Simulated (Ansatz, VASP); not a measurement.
## Two plane-wave programs on Zr2HS4

```
S Zr H
1.0
     7.29768    0.00000    0.00000
    -3.64884    6.31997    0.00000
     0.00000    0.00000   20.91715
S Zr H
8 4 2
Direct
  0.33333 0.16667 0.19123
  0.33333 0.66667 0.19123
  0.83333 0.16667 0.19123
  0.83333 0.66667 0.19123
  0.16667 0.33333 0.33069
  0.16667 0.83333 0.33069
  0.66667 0.33333 0.33069
  0.66667 0.83333 0.33069
  0.00000 0.00000 0.26096
  0.00000 0.50000 0.26096
  0.50000 0.00000 0.26096
  0.50000 0.50000 0.26096
  0.29698 0.70302 0.35221
  0.36969 0.63031 0.35221
```

Alike in both runs: task single point; functional PBE; dispersion D3(BJ); k mesh 6 × 6 × 1; occupations gaussian, width 0.05 eV; no spin polarisation.

|  | VASP | Ansatz |
| --- | --- | --- |
| version | VASP 6.6.1 | Ansatz 0.2.0 |
| potentials or method | VASP PAW PBE potentials, release 64 (S, Zr_sv, H), cutoff 400 eV | scalar-relativistic, plane waves, PAW |
| valence electrons in the cell | 98 | 98 |

```tsv
	VASP	Ansatz	Ansatz less VASP
gap on the k mesh at the Fermi level (eV)	0.13	0.13	+0.002
least direct gap on the mesh (eV)	0.21	0.21	+0.001
rms of the force components (eV/Å)	0.760	0.767	+0.0063
```
